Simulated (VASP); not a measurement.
The system is Al.

```
Al
1.0
     0.00000    2.81947    2.81947
     2.81947    0.00000    2.81947
     2.81947    2.81947    0.00000
Al
2
Cartesian
  0.7049 0.7049 0.7049
  4.9341 4.9341 4.9341
```

| Quantity | Value |
| --- | --- |
| Program | VASP 6.6.1 |
| Task | relaxation of cell and atoms |
| Functional | LDA |
| Potentials or basis | VASP PAW LDA potentials, release 64 (Al) |
| Cutoff | 600 eV |
| k mesh | 10 × 10 × 10 |
| Occupations | fermi-dirac, width 0.1 eV |
| Spin | no spin polarisation |

At the start: pressure 9.3 GPa; volume 22.41 Å³/atom.

**Question.** Where does the relaxation end?

**Answer.** Over 3 steps the energy falls by 99.5 meV/atom and the volume is 26.31 Å³/atom (+17.4 %); space group Fd-3m (No. 227, to 0.05 Å).

The path:
| step | energy change (eV) | largest force (eV/Å) | pressure (GPa) | volume (Å³) |
| --- | --- | --- | --- | --- |
| 1 | 0.0000 | 0.0000 | 9.30 | 44.83 |
| 2 | -0.1959 | 0.0000 | -0.84 | 53.81 |
| 3 | -0.1990 | 0.0000 | 0.04 | 52.62 |

Final structure:
```yaml
crystal:
  lattice:
    - [0.00000, 2.97428, 2.97428]
    - [2.97428, 0.00000, 2.97428]
    - [2.97428, 2.97428, 0.00000]
  atoms:
    - { symbol: Al, position: [0.12500, 0.12500, 0.12500] }
    - { symbol: Al, position: [0.87500, 0.87500, 0.87500] }
```

Caveat: the volume moved by over 15 % at a fixed basis, so the end points are rough.
